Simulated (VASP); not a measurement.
# HfN (I-4m2) in VASP: a series of runs

Runs on HfN. Level: PBEsol. Tasks: single point.

Everything below comes from runs of VASP 6.6.1. Logs are shortened: lines on timing, memory, paths and dates and some standing lists are left out, and cuts for length are marked.

## Step 1: The cell of the first run

The structure is tetragonal, space group I-4m2 (No. 119). Conventional cell: a = 3.442 Å, b = 3.442 Å, c = 4.137 Å, α = 90.00°, β = 90.00°, γ = 90.00°. Within 2.7 Å of Hf (site symmetry -4m2) lie 4 N at 2.01 Å. Within 2.7 Å of N (site symmetry -4m2) lie 4 Hf at 2.01 Å.

## Step 2: Single point, PBEsol (strain -0.1500 x Voigt [1, 0, 0, 0, 0, 0])

INCAR reads:

```
SYSTEM = HfN
  ALGO = Normal
  EDIFF = 1E-6
  ENCUT = 520
  GGA = PS
  ISIF = 2
  ISMEAR = 0
  LASPH = .TRUE.
  LCHARG = .FALSE.
  LREAL = .FALSE.
  LWAVE = .FALSE.
  NBANDS = 14
  NELM = 100
  PREC = Accurate
  SIGMA = 0.15
```

KPOINTS reads:

```
k-points
0
G
  22 22 22
  0 0 0
```

POSCAR reads:

```
HfN
1.0
    0.0000000000      2.4335340893      2.4335340893
    2.0685039759      0.0000000000      2.4335340893
    2.0685039759      2.4335340893      0.0000000000
Hf N
1 1
Direct
    0.0000000000      0.0000000000      0.0000000000
    0.7500000000      0.7500000000      0.7500000000
```

Potentials or basis: VASP PAW PBE potentials, release 64 (Hf_pv, N).

Started as:

```bash
cat potpaw_PBE.64/Hf_pv/POTCAR potpaw_PBE.64/N/POTCAR > POTCAR
mpirun -np 1 vasp_std > vasp.out
```

OUTCAR:

```text
SYSTEM = HfN
   EDIFF = 1E-6
   ENCUT = 520
   GGA = PS
   ISIF = 2
   ISMEAR = 0
   LASPH = .TRUE.
   LREAL = .FALSE.
   NELM = 100
   PREC = Accurate

 ion  position               nearest neighbor table
   1  0.000  0.000  0.000-   2 2.01   2 2.01   2 2.01   2 2.01
   2  0.750  0.750  0.750-   1 2.01   1 2.01   1 2.01   1 2.01

  LATTYP: Found a body centered tetragonal cell.
 ALAT       =     3.4415369136
 C/A-ratio  =     1.2020815280

  Lattice vectors:

 A1 = (  -2.0685039759,   0.0000000000,  -2.4335340893)
 A2 = (  -2.0685039759,   0.0000000000,   2.4335340893)
 A3 = (   2.0685039759,   2.4335340893,   0.0000000000)

Analysis of symmetry for initial positions (statically):
=====================================================================
 Subroutine PRICEL returns:
 Original cell was already a primitive cell.

 Routine SETGRP: Setting up the symmetry group for a
 body centered tetragonal supercell.

 Subroutine GETGRP returns: Found  8 space group operations
 (whereof  8 operations were pure point group operations)
 out of a pool of 16 trial point group operations.

The static configuration has the point symmetry D_2d.

Analysis of symmetry for dynamics (positions and initial velocities):
=====================================================================
 Subroutine PRICEL returns:
 Original cell was already a primitive cell.

 Routine SETGRP: Setting up the symmetry group for a
 body centered tetragonal supercell.

 Subroutine GETGRP returns: Found  8 space group operations
 (whereof  8 operations were pure point group operations)
 out of a pool of 16 trial point group operations.

The dynamic configuration has the point symmetry D_2d.

 Subroutine INISYM returns: Found  8 space group operations
 (whereof  8 operations are pure point group operations),
 and found     1 'primitive' translations

----------------------------------------------------------------------------------------

                                     Primitive cell

  volume of cell :      24.4997

  direct lattice vectors                    reciprocal lattice vectors
     0.000000000  2.433534089  2.433534089    -0.241720589  0.205462501  0.205462501
     2.068503976  0.000000000  2.433534089     0.241720589 -0.205462501  0.205462501
     2.068503976  2.433534089  0.000000000     0.241720589  0.205462501 -0.205462501

  length of vectors
     3.441536914  3.193868636  3.193868636     0.377966297  0.377966297  0.377966297

  position of ions in fractional coordinates (direct lattice)
     0.000000000  0.000000000  0.000000000
     0.750000000  0.750000000  0.750000000

  ion indices of the primitive-cell ions
   primitive index   ion index
                 1           1
                 2           2

----------------------------------------------------------------------------------------

 KPOINTS: k-points

Automatic generation of k-mesh.
 Grid dimensions read from file:
 generate k-points for:   22   22   22

 Generating k-lattice:

  Cartesian coordinates                     Fractional coordinates (reciprocal lattice)
    -0.010987300  0.009339205  0.009339205     0.045454545  0.000000000  0.000000000
     0.010987300 -0.009339205  0.009339205     0.000000000  0.045454545 -0.000000000
     0.010987300  0.009339205 -0.009339205     0.000000000 -0.000000000  0.045454545

  Length of vectors
     0.017180286  0.017180286  0.017180286

  Shift w.r.t. Gamma in fractional coordinates (k-lattice)
     0.000000000  0.000000000  0.000000000

 Subroutine IBZKPT returns following result:
 ===========================================

 Found    834 irreducible k-points:

 Following reciprocal coordinates:
            Coordinates               Weight
  0.000000  0.000000  0.000000      1.000000
  0.045455  0.000000  0.000000      8.000000
  0.090909  0.000000  0.000000      8.000000
  0.136364  0.000000  0.000000      8.000000
  0.181818  0.000000  0.000000      8.000000
  0.227273  0.000000  0.000000      8.000000
[... 16 lines left out ...]
  0.500000  0.045455  0.000000     16.000000
 -0.454545  0.045455 -0.000000     16.000000
 [... further k-points ...]
   k-points           NKPTS =    834   k-points in BZ     NKDIM =    834   number of bands    NBANDS=     14
   number of dos      NEDOS =    301   number of ions     NIONS =      2
   total plane-waves  NPLWV =  16128
   dimension x,y,z NGX =    28 NGY =   24 NGZ =   24
   dimension x,y,z NGXF=    56 NGYF=   48 NGZF=   48
   ions per type =               1   1
   NGX,Y,Z   is equivalent  to a cutoff of  13.53, 12.49, 12.49 a.u.
   NGXF,Y,Z  is equivalent  to a cutoff of  27.05, 24.98, 24.98 a.u.
 SYSTEM =  HfN
   PREC   = accura    normal or accurate (medium, high low for compatibility)
   ISTART =      0    job   : 0-new  1-cont  2-samecut
   ICHARG =      2    charge: 1-file 2-atom 10-const
   ISPIN  =      1    spin polarized calculation?
   LNONCOLLINEAR =      F non collinear calculations
   LSORBIT =      F    spin-orbit coupling
   LASPH  =      T    aspherical Exc in radial PAW
   ENCUT  =  520.0 eV  38.22 Ry    6.18 a.u.   6.40  5.94  5.94*2*pi/ulx,y,z
   NELM   =    100;   NELMIN=  2; NELMDL= -5     # of ELM steps
   EDIFF  = 0.1E-05   stopping-criterion for ELM
   LREAL  =      F    real-space projection
   EDIFFG = 0.1E-04   stopping-criterion for IOM
   NSW    =      0    number of steps for IOM
   IBRION =     -1    ionic relax: 0-MD 1-quasi-New 2-CG
   NFREE  =      0    steps in history (QN), initial steepest desc. (CG)
   ISIF   =      2    stress and relaxation
   ISYM   =      2    0-nonsym 1-usesym 2-fastsym
   POTIM  = 0.5000    time-step for ionic-motion
   TEBEG  =    0.0;   TEEND  =   0.0 temperature during run
   PSTRESS=    0.0 pullay stress
   NELECT =      15.0000    total number of electrons
   NUPDOWN=      -1.0000    fix difference up-down
   EMIN   =  10.00;   EMAX   =-10.00  energy-range for DOS
   EFERMI =   0.00;   METHOD = LEGACY
   ISMEAR =     0;   SIGMA  =   0.15  broadening in eV -4-tet -1-fermi 0-gaus
   EFERMI_NEDOS =   21; number of points for ismear=-14 and -15
   IALGO  =     38    algorithm
   IMIX   =      4    mixing-type and parameters
     AMIX     =   0.40;   BMIX     =  1.00
     AMIX_MAG =   1.60;   BMIX_MAG =  1.00
  volume/ion in A,a.u.               =      12.25        82.67
  Fermi-wavevector in a.u.,A,eV,Ry     =   1.390117  2.626941 26.292261  1.932427
  Thomas-Fermi vector in A             =   2.514083
   LORBIT       =      0    0 simple, 1 ext, 2 COOP (PROOUT), +10 PAW based schemes
   GGA     = PS    functional components
   LHFCALC =     F    Hartree Fock is set to
   AEXX    =    0.0000 exact exchange contribution
   IVDW    =     0    specifies the selected vdW correction
   LEPSILON=     F    determine dielectric tensor
   LRPA    =     F    only Hartree local field effects (RPA)
 non-spin polarized calculation
 Gauss-broadening in eV      SIGMA  =   0.15
  energy-cutoff  :      520.00
  volume of cell :       24.50
 maximum number of plane-waves:       678
 NGX is ok and might be reduce to    28
   NGX = 13   NGY = 11   NGZ = 11

 number of electron      15.0000002 magnetization

 Free energy of the ion-electron system (eV)
  ---------------------------------------------------
  ext. energy  EPLUGINS =         0.00000000
  ---------------------------------------------------
  free energy    TOTEN  =       -21.62208230 eV

  energy without entropy =      -21.61536998  energy(sigma->0) =      -21.61872614

 E-fermi :   7.2805     XC(G=0): -12.3392

 val. band max:        7.2794396089   @ k =  -0.0909   0.2727   0.2727
 cond. band min:       7.2834852826   @ k =   0.2273   0.4091   0.0909
 fundamental gap:      0.0040456737
 Fermi energy:         7.2805045565

 k-point     1 :       0.0000    0.0000    0.0000
  band No.  band energies     occupation
      1     -23.2787      2.00000
      2     -23.2787      2.00000
      3     -23.2729      2.00000
      4      -9.8769      2.00000
      5       0.8840      2.00000
      6       0.8840      2.00000
      7       1.2405      2.00000
      8       6.8412      1.99997
      9       8.4707      0.00000
     10      10.8637      0.00000
     11      13.7880      0.00000
     12      13.7880      0.00000
     13      16.8325      0.00000
     14      20.2993      0.00000

 k-point     2 :       0.0455    0.0000    0.0000
  band No.  band energies     occupation
      1     -23.2993      2.00000
      2     -23.2830      2.00000
      3     -23.2753      2.00000
      4      -9.8366      2.00000
      5       0.8515      2.00000
      6       0.8988      2.00000
      7       1.2396      2.00000
      8       6.9638      1.99717
      9       8.4481      0.00000
     10      10.7852      0.00000
     11      13.8440      0.00000
     12      13.8816      0.00000
     13      16.7800      0.00000
     14      20.2980      0.00000

 k-point     3 :       0.0909    0.0000    0.0000
  band No.  band energies     occupation
      1     -23.3625      2.00000
      2     -23.2954      2.00000
      3     -23.2784      2.00000
      4      -9.7208      2.00000
      5       0.7407      2.00000
      6       0.9401      2.00000
      7       1.2731      2.00000
      8       7.2983      0.86703
      9       8.3976      0.00000
     10      10.5972      0.00000
     11      13.9454      0.00000
     12      14.1382      0.00000
     13      16.6572      0.00000
     14      20.2909      0.00000

 k-point     4 :       0.1364    0.0000    0.0000
  band No.  band energies     occupation
      1     -23.4605      2.00000
      2     -23.3149      2.00000
      3     -23.2831      2.00000
      4      -9.5431      2.00000
      5       0.5768      2.00000
      6       0.9993      2.00000
      7       1.3660      2.00000
      8       7.7595      0.00001
      9       8.3608      0.00000
     10      10.3936      0.00000
     11      13.9703      0.00000
     12      14.4942      0.00000
     13      16.5219      0.00000
     14      20.0922      0.00000

 k-point     5 :       0.1818    0.0000    0.0000
  band No.  band energies     occupation
      1     -23.5832      2.00000
      2     -23.3399      2.00000
      3     -23.2890      2.00000
      4      -9.3244      2.00000
      5       0.4232      2.00000
      6       1.0643      2.00000
      7       1.5022      2.00000
      8       8.2345      0.00000
      9       8.3833      0.00000
     10      10.2578      0.00000
     11      13.8681      0.00000
[... 276 lines left out ...]
 k-point    22 :       0.4545    0.0455    0.0000
  band No.  band energies     occupation
      1     -24.2074      2.00000
      2     -23.4831      2.00000
      3     -23.3313      2.00000
      4      -8.3239      2.00000
      5       0.9536      2.00000
      6       1.2017      2.00000
      7       2.1100      2.00000
      8       8.9315      0.00000
      9       9.8367      0.00000
     10      10.6496      0.00000
     11      12.0388      0.00000
     12      14.1738      0.00000
     13      14.7199      0.00000
     14      18.2571      0.00000

 k-point    23 :       0.5000    0.0455    0.0000
  band No.  band energies     occupation
      1     -24.2383      2.00000
      2     -23.4920      2.00000
      3     -23.3312      2.00000
      4      -8.2895      2.00000
      5       1.0624      2.00000
      6       1.2035      2.00000
      7       2.0894      2.00000
      8       8.9006      0.00000
      9      10.2118      0.00000
     10      10.7696      0.00000
     11      11.7658      0.00000
     12      13.9502      0.00000
     13      14.3942      0.00000
     14      18.6413      0.00000

 k-point    24 :      -0.4545    0.0455   -0.0000
  band No.  band energies     occupation
      1     -24.2347      2.00000
      2     -23.4925      2.00000
      3     -23.3289      2.00000
      4      -8.2978      2.00000
      5       1.0245      2.00000
      6       1.1992      2.00000
      7       2.0910      2.00000
      8       8.9635      0.00000
      9      10.2979      0.00000
     10      10.7477      0.00000
     11      11.7408      0.00000
     12      13.9160      0.00000
     13      14.4223      0.00000
     14      18.5735      0.00000

 [... further k-points ...]
[... 5 lines left out ...]
  --------------------------------------------------------------------------------------
  -------------------------------------------------------------------------------------
  Total        7.6299962      5.8321509      5.8321509      0.0000000      0.0000000      0.0000000
  in kB      498.9691344    381.3977376    381.3977376      0.0000000      0.0000000      0.0000000
  external PRESSURE =     420.5882032 kB  Pullay stress =       0.0000000 kB

 VOLUME and BASIS-vectors are now :
 -----------------------------------------------------------------------------
  energy-cutoff  :      520.00
  volume of cell :       24.50
      direct lattice vectors                 reciprocal lattice vectors
     0.000000000  2.433534089  2.433534089    -0.241720589  0.205462501  0.205462501
     2.068503976  0.000000000  2.433534089     0.241720589 -0.205462501  0.205462501
     2.068503976  2.433534089  0.000000000     0.241720589  0.205462501 -0.205462501

 POSITION                                       TOTAL-FORCE (eV/Angst)
 -----------------------------------------------------------------------------------
      0.00000      0.00000      0.00000        -0.000000      0.000000      0.000000
      3.10276      3.65030      3.65030         0.000000     -0.000000     -0.000000
 -----------------------------------------------------------------------------------
    total drift:                               -0.000001      0.000003      0.000003

  FREE ENERGIE OF THE ION-ELECTRON SYSTEM (eV)
  ---------------------------------------------------
  free  energy   TOTEN  =       -21.6220823050 eV

  energy  without entropy=      -21.6153699804  energy(sigma->0) =      -21.61872614
```

Run time: 87 s. Hardware: 1 thread of Intel Xeon 6975P-C (Granite Rapids), shared host; peak memory 0.4 GiB.

What came out:

```yaml
Free_energy: -21.6221 eV
Pressure: 42.1 GPa
Band_gap_on_the_k_mesh: zero (an odd number of electrons rules out a gap without spin polarisation)
```

Levels at points of the mesh, in eV from the Fermi level:
```csv
k point,band 5,band 6,band 7,band 8,band 9,band 10,band 11,band 12
"(0.00, 0.00, 0.00)",-6.40,-6.40,-6.04,-0.44,1.19,3.58,6.51,6.51
"(0.50, 0.00, 0.00)",-6.20,-6.09,-5.21,1.69,3.28,3.41,4.30,6.52
"(0.50, 0.50, 0.00)",-8.21,-4.11,-3.54,-1.65,1.62,5.51,5.71,5.73
"(0.00, 0.50, 0.50)",-7.94,-4.06,-4.06,-0.29,2.74,4.92,5.53,5.53
```

Caveat: the cell differs from its parent crystal (strain -0.1500 x Voigt [1, 0, 0, 0, 0, 0]); the cell stands under pressure; the PAW data sets were made with another functional, which shifts forces and pressure a little; spin-orbit coupling is left out, which moves the levels of the heavy elements.

## Step 3: Single point, PBEsol (strain -0.0750 x Voigt [1, 0, 0, 0, 0, 0])

INCAR reads:

```
PREC = Accurate ; ENCUT = 520
EDIFF = 1E-6 ; ISMEAR = 0
SIGMA = 0.15 ; LREAL = F
LASPH = T ; NELM = 80
ALGO = Normal ; ISIF = 2
LWAVE = F ; LCHARG = T
GGA = PS ; LELF = T
LVHAR = T ; NBANDS = 14
```

KPOINTS reads:

```
Automatic mesh
0
Gamma
  22 22 22
```

POSCAR reads:

```
HfN
1.0
    0.0000000000      2.4335340893      2.4335340893
    2.2510190326      0.0000000000      2.4335340893
    2.2510190326      2.4335340893      0.0000000000
Hf N
1 1
Direct
    0.0000000000      0.0000000000      0.0000000000
    0.7500000000      0.7500000000      0.7500000000
```

Potentials or basis: VASP PAW PBE potentials, release 64 (Hf_pv, N).

Started as:

```bash
cat potpaw_PBE.64/Hf_pv/POTCAR potpaw_PBE.64/N/POTCAR > POTCAR
mpirun -np 1 vasp_std > vasp.out
```

Run time: 2.3 min. Hardware: 1 thread of Intel Xeon 6975P-C (Granite Rapids), shared host; peak memory 0.43 GiB.

Results (log left out):

```
Free energy            : -22.1194 eV
Pressure               : 17.4 GPa
Band gap on the k mesh : zero (an odd number of electrons rules out a gap without spin polarisation)
```

Stress tensor (GPa, compression positive):
```
23.70  0.00  0.00
 0.00 14.26  0.00
 0.00  0.00 14.26
```

Levels at points of the mesh, in eV from the Fermi level:
```csv
k point,band 4,band 5,band 6,band 7,band 8,band 9,band 10,band 11,band 12,band 13
"(0.00, 0.00, 0.00)",-16.66,-6.00,-6.00,-5.81,-0.53,1.84,2.95,6.72,6.72,8.13
"(0.50, 0.00, 0.00)",-15.32,-5.96,-5.49,-5.07,1.65,3.04,3.05,4.37,5.90,6.06
"(0.50, 0.50, 0.00)",-14.79,-7.59,-3.81,-3.54,-1.38,2.11,4.74,5.18,5.28,10.78
"(0.00, 0.50, 0.50)",-14.96,-7.45,-3.85,-3.85,-0.81,2.52,4.51,5.21,5.21,12.41
```

Caveat: the cell differs from its parent crystal (strain -0.0750 x Voigt [1, 0, 0, 0, 0, 0]); the cell stands under pressure; the PAW data sets were made with another functional, which shifts forces and pressure a little; spin-orbit coupling is left out, which moves the levels of the heavy elements.

[end of part 1 of 2]
